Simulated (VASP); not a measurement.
# Al3HRu3 in VASP: single point with PBEsol

Aim: the single point of Al3HRu3 with PBEsol.

Program: VASP 6.6.1. These are calculated values, not measurements. Logs are shortened: lines on timing, memory, paths and dates and some standing lists are left out, and cuts for length are marked.

## 1. The cell of the first run

The cell holds a slab with vacuum, 7 atoms: a = 2.976 Å, b = 2.976 Å, c = 26.441 Å, α = 90.00°, β = 90.00°, γ = 90.00°.

## 2. Single point, PBEsol

Input file INCAR:

```
PREC = Accurate ; ENCUT = 520
EDIFF = 1E-6 ; ISMEAR = 0
SIGMA = 0.1 ; LREAL = F
LASPH = T ; NELM = 100
ALGO = Normal ; ISIF = 2
LWAVE = F ; LCHARG = F
LDIPOL = T ; IDIPOL = 3
DIPOL = 0.5 0.5 0.505 ; GGA = PS
NBANDS = 35
```

Input file KPOINTS:

```
Automatic mesh
0
Gamma
  10 10 1
```

Input file POSCAR:

```
Al3HRu3
1.0
    2.9764078228      0.0000000000      0.0000000000
    0.0000000000      2.9764078228      0.0000000000
    0.0000000000      0.0000000000     26.4410195571
Ru Al H
3 3 1
Direct
    0.5000000000      0.5000000000      0.3214702059
    0.5000000000      0.5000000000      0.4340380218
    0.5000000000      0.5000000000      0.5475026899
    0.0000000000      0.0000000000      0.3777541139
    0.0000000000      0.0000000000      0.4895652445
    0.0000000000      0.0000000000      0.5949893040
    0.0000000000      0.0000000000      0.7698165144
```

Potentials or basis: VASP PAW PBE potentials, release 64 (Ru_pv, Al, H).

Run with:

```sh
cat potpaw_PBE.64/Ru_pv/POTCAR potpaw_PBE.64/Al/POTCAR potpaw_PBE.64/H/POTCAR > POTCAR
mpirun -np 1 vasp_std > vasp.out
```

OUTCAR:

```text
PREC = Accurate
   ENCUT = 520
   EDIFF = 1E-6
   ISMEAR = 0
   LREAL = F
   LASPH = T
   NELM = 100
   ISIF = 2
   GGA = PS

 ion  position               nearest neighbor table
   1  0.500  0.500  0.321-   4 2.58   4 2.58   4 2.58   4 2.58   2 2.98
   2  0.500  0.500  0.434-   5 2.57   5 2.57   5 2.57   5 2.57   4 2.58   4 2.58   4 2.58   4 2.58
                             1 2.98   3 3.00
   3  0.500  0.500  0.548-   6 2.45   6 2.45   6 2.45   6 2.45   5 2.60   5 2.60   5 2.60   5 2.60
                             2 3.00
   4  0.000  0.000  0.378-   2 2.58   2 2.58   2 2.58   2 2.58   1 2.58   1 2.58   1 2.58   1 2.58
                             5 2.96
   5  0.000  0.000  0.490-   2 2.57   2 2.57   2 2.57   2 2.57   3 2.60   3 2.60   3 2.60   3 2.60
                             6 2.79   4 2.96
   6  0.000  0.000  0.595-   3 2.45   3 2.45   3 2.45   3 2.45   5 2.79
   7  0.000  0.000  0.770-

  LATTYP: Found a simple tetragonal cell.
 ALAT       =     2.9764078228
 C/A-ratio  =     8.8835338204

  Lattice vectors:

 A1 = (   2.9764078228,   0.0000000000,   0.0000000000)
 A2 = (   0.0000000000,   2.9764078228,   0.0000000000)
 A3 = (   0.0000000000,   0.0000000000,  26.4410195571)

Analysis of symmetry for initial positions (statically):
=====================================================================
 Subroutine PRICEL returns:
 Original cell was already a primitive cell.

 Routine SETGRP: Setting up the symmetry group for a
 simple tetragonal supercell.

 Subroutine GETGRP returns: Found  8 space group operations
 (whereof  8 operations were pure point group operations)
 out of a pool of 16 trial point group operations.

The static configuration has the point symmetry C_4v.

Analysis of symmetry for dynamics (positions and initial velocities):
=====================================================================
 Subroutine PRICEL returns:
 Original cell was already a primitive cell.

 Routine SETGRP: Setting up the symmetry group for a
 simple tetragonal supercell.

 Subroutine GETGRP returns: Found  8 space group operations
 (whereof  8 operations were pure point group operations)
 out of a pool of 16 trial point group operations.

The dynamic configuration has the point symmetry C_4v.

 Subroutine INISYM returns: Found  8 space group operations
 (whereof  8 operations are pure point group operations),
 and found     1 'primitive' translations

----------------------------------------------------------------------------------------

                                     Primitive cell

  volume of cell :     234.2411

  direct lattice vectors                    reciprocal lattice vectors
     2.976407823  0.000000000  0.000000000     0.335975464  0.000000000  0.000000000
     0.000000000  2.976407823  0.000000000     0.000000000  0.335975464  0.000000000
     0.000000000  0.000000000 26.441019557     0.000000000  0.000000000  0.037820024

  length of vectors
     2.976407823  2.976407823 26.441019557     0.335975464  0.335975464  0.037820024

  position of ions in fractional coordinates (direct lattice)
     0.500000000  0.500000000  0.321470206
     0.500000000  0.500000000  0.434038022
     0.500000000  0.500000000  0.547502690
     0.000000000  0.000000000  0.377754114
     0.000000000  0.000000000  0.489565244
     0.000000000  0.000000000  0.594989304
     0.000000000  0.000000000  0.769816514

  ion indices of the primitive-cell ions
   primitive index   ion index
                 1           1
                 2           2
                 3           3
                 4           4
                 5           5
                 6           6
                 7           7

----------------------------------------------------------------------------------------

 KPOINTS: Automatic mesh

Automatic generation of k-mesh.
 Grid dimensions read from file:
 generate k-points for:   10   10    1

 Generating k-lattice:

  Cartesian coordinates                     Fractional coordinates (reciprocal lattice)
     0.033597546  0.000000000  0.000000000     0.100000000  0.000000000  0.000000000
     0.000000000  0.033597546  0.000000000     0.000000000  0.100000000  0.000000000
     0.000000000  0.000000000  0.037820024     0.000000000  0.000000000  1.000000000

  Length of vectors
     0.033597546  0.033597546  0.037820024

  Shift w.r.t. Gamma in fractional coordinates (k-lattice)
     0.000000000  0.000000000  0.000000000

 Subroutine IBZKPT returns following result:
 ===========================================

 Found     21 irreducible k-points:

 Following reciprocal coordinates:
            Coordinates               Weight
  0.000000  0.000000  0.000000      1.000000
  0.100000  0.000000  0.000000      4.000000
  0.200000  0.000000  0.000000      4.000000
  0.300000  0.000000  0.000000      4.000000
  0.400000  0.000000  0.000000      4.000000
  0.500000  0.000000  0.000000      2.000000
[... 13 lines left out ...]
  0.500000  0.400000  0.000000      4.000000
  0.500000  0.500000  0.000000      1.000000
   k-points           NKPTS =     21   k-points in BZ     NKDIM =     21   number of bands    NBANDS=     35
   number of dos      NEDOS =    301   number of ions     NIONS =      7
   total plane-waves  NPLWV = 115200
   dimension x,y,z NGX =    24 NGY =   24 NGZ =  200
   dimension x,y,z NGXF=    48 NGYF=   48 NGZF=  400
   ions per type =               3   3   1
   NGX,Y,Z   is equivalent  to a cutoff of  13.41, 13.41, 12.57 a.u.
   NGXF,Y,Z  is equivalent  to a cutoff of  26.81, 26.81, 25.15 a.u.
 SYSTEM =  unknown system
   PREC   = accura    normal or accurate (medium, high low for compatibility)
   ISTART =      0    job   : 0-new  1-cont  2-samecut
   ICHARG =      2    charge: 1-file 2-atom 10-const
   ISPIN  =      1    spin polarized calculation?
   LNONCOLLINEAR =      F non collinear calculations
   LSORBIT =      F    spin-orbit coupling
   LASPH  =      T    aspherical Exc in radial PAW
   ENCUT  =  520.0 eV  38.22 Ry    6.18 a.u.   5.53  5.53 49.16*2*pi/ulx,y,z
   NELM   =    100;   NELMIN=  2; NELMDL= -5     # of ELM steps
   EDIFF  = 0.1E-05   stopping-criterion for ELM
   LREAL  =      F    real-space projection
   EDIFFG = 0.1E-04   stopping-criterion for IOM
   NSW    =      0    number of steps for IOM
   IBRION =     -1    ionic relax: 0-MD 1-quasi-New 2-CG
   NFREE  =      0    steps in history (QN), initial steepest desc. (CG)
   ISIF   =      2    stress and relaxation
   ISYM   =      2    0-nonsym 1-usesym 2-fastsym
   POTIM  = 0.5000    time-step for ionic-motion
   TEBEG  =    0.0;   TEEND  =   0.0 temperature during run
   PSTRESS=    0.0 pullay stress
   NELECT =      52.0000    total number of electrons
   NUPDOWN=      -1.0000    fix difference up-down
   EMIN   =  10.00;   EMAX   =-10.00  energy-range for DOS
   EFERMI =   0.00;   METHOD = LEGACY
   ISMEAR =     0;   SIGMA  =   0.10  broadening in eV -4-tet -1-fermi 0-gaus
   EFERMI_NEDOS =   21; number of points for ismear=-14 and -15
   IALGO  =     38    algorithm
   IMIX   =      4    mixing-type and parameters
     AMIX     =   0.40;   BMIX     =  1.00
     AMIX_MAG =   1.60;   BMIX_MAG =  1.00
  volume/ion in A,a.u.               =      33.46       225.82
  Fermi-wavevector in a.u.,A,eV,Ry     =   0.991262  1.873213 13.369077  0.982599
  Thomas-Fermi vector in A             =   2.122990
   LORBIT       =      0    0 simple, 1 ext, 2 COOP (PROOUT), +10 PAW based schemes
   GGA     = PS    functional components
   LHFCALC =     F    Hartree Fock is set to
   AEXX    =    0.0000 exact exchange contribution
   IVDW    =     0    specifies the selected vdW correction
   LEPSILON=     F    determine dielectric tensor
   LRPA    =     F    only Hartree local field effects (RPA)
 non-spin polarized calculation
 Gauss-broadening in eV      SIGMA  =   0.10
  energy-cutoff  :      520.00
  volume of cell :      234.24
 maximum number of plane-waves:      6371
 NGX is ok and might be reduce to    24
   NGX = 11   NGY = 11   NGZ = 99

 dipolmoment           0.000000      0.000000     -0.047043 electrons x Angstroem

 number of electron      51.9999990 magnetization

 dipolmoment           0.000000      0.000000      0.107640 electrons x Angstroem

 Free energy of the ion-electron system (eV)
  ---------------------------------------------------
  ext. energy  EPLUGINS =         0.00000000
  ---------------------------------------------------
  free energy    TOTEN  =       -43.80919555 eV

  energy without entropy =      -43.77201821  energy(sigma->0) =      -43.79060688

 E-fermi :   0.3643     XC(G=0):  -5.6945

 val. band max:        0.3512193977   @ k =   0.4000   0.1000   0.0000
 cond. band min:       0.3707093491   @ k =   0.0000   0.0000   0.0000
 fundamental gap:      0.0194899514
 Fermi energy:         0.3642899196

 k-point     1 :       0.0000    0.0000    0.0000
  band No.  band energies     occupation
      1     -41.6682      2.00000
      2     -41.5642      2.00000
      3     -41.5160      2.00000
      4     -41.5160      2.00000
      5     -41.4823      2.00000
      6     -41.4456      2.00000
[... 27 lines left out ...]
     34       6.3418      0.00000
     35       6.4459      0.00000

 k-point     2 :       0.1000    0.0000    0.0000
  band No.  band energies     occupation
      1     -41.6656      2.00000
      2     -41.5620      2.00000
      3     -41.5379      2.00000
      4     -41.5141      2.00000
      5     -41.4804      2.00000
      6     -41.4668      2.00000
[... 27 lines left out ...]
     34       5.8188      0.00000
     35       6.5354      0.00000
[... 682 lines left out ...]
     34       5.3255      0.00000
     35       5.7209      0.00000

 k-point    21 :       0.5000    0.5000    0.0000
  band No.  band energies     occupation
      1     -41.7141      2.00000
      2     -41.7141      2.00000
      3     -41.6381      2.00000
      4     -41.6381      2.00000
      5     -41.6179      2.00000
      6     -41.5243      2.00000
[... 27 lines left out ...]
     34       4.6199      0.00000
     35       5.2141      0.00000

------------------------ aborting loop because EDIFF is reached ----------------------------------------

 vacuum level on the upper side and lower side of the slab       (xc-potential included)         0.922        -1.239

  FORCE on cell =-STRESS in cart. coord.  units (eV):
  Direction    XX          YY          ZZ          XY          YZ          ZX
  --------------------------------------------------------------------------------------
  -------------------------------------------------------------------------------------
  Total       -2.9031714     -2.9031714     -1.8126516      0.0000000      0.0000000      0.0000000
  in kB      -19.8572997    -19.8572997    -12.3982918      0.0000000      0.0000000      0.0000000
  external PRESSURE =     -17.3709637 kB  Pullay stress =       0.0000000 kB

 VOLUME and BASIS-vectors are now :
 -----------------------------------------------------------------------------
  energy-cutoff  :      520.00
  volume of cell :      234.24
      direct lattice vectors                 reciprocal lattice vectors
     2.976407823  0.000000000  0.000000000     0.335975464  0.000000000  0.000000000
     0.000000000  2.976407823  0.000000000     0.000000000  0.335975464  0.000000000
     0.000000000  0.000000000 26.441019557     0.000000000  0.000000000  0.037820024

 POSITION                                       TOTAL-FORCE (eV/Angst)
 -----------------------------------------------------------------------------------
      1.48820      1.48820      8.50000         0.000000      0.000000      0.739462
      1.48820      1.48820     11.47641         0.000000     -0.000000     -0.410921
      1.48820      1.48820     14.47653         0.000000      0.000000     -0.107582
      0.00000      0.00000      9.98820         0.000000      0.000000     -0.380338
      0.00000      0.00000     12.94460         0.000000      0.000000      0.042159
      0.00000      0.00000     15.73212         0.000000      0.000000      0.196482
      0.00000      0.00000     20.35473         0.000000      0.000000     -0.079263
 -----------------------------------------------------------------------------------
    total drift:                                0.000000     -0.000000      0.000711

  FREE ENERGIE OF THE ION-ELECTRON SYSTEM (eV)
  ---------------------------------------------------
  free  energy   TOTEN  =       -43.8091955499 eV

  energy  without entropy=      -43.7720182094  energy(sigma->0) =      -43.79060688

 vacuum level on the upper side and lower side of the slab         6.873         4.695
```

Run time: 3.8 min. Hardware: 1 thread of Intel Xeon Platinum 8559C (Emerald Rapids), shared host; peak memory 0.43 GiB.

Results:

| Property | Result |
| --- | --- |
| Free energy | -43.8092 eV |
| Largest force | 0.739 eV/Å |
| Band gap on the k mesh | zero (bands 26 and 27 overlap by 2.03 eV) |

Forces in eV/Å, atoms in the order of the input:
```
Ru   0.000  0.000  0.739
Ru   0.000  0.000 -0.411
Ru   0.000  0.000 -0.108
Al   0.000  0.000 -0.380
Al   0.000  0.000  0.042
Al   0.000  0.000  0.196
H    0.000  0.000 -0.079
```

Caveat: the PAW data sets were made with another functional, which shifts forces and pressure a little.
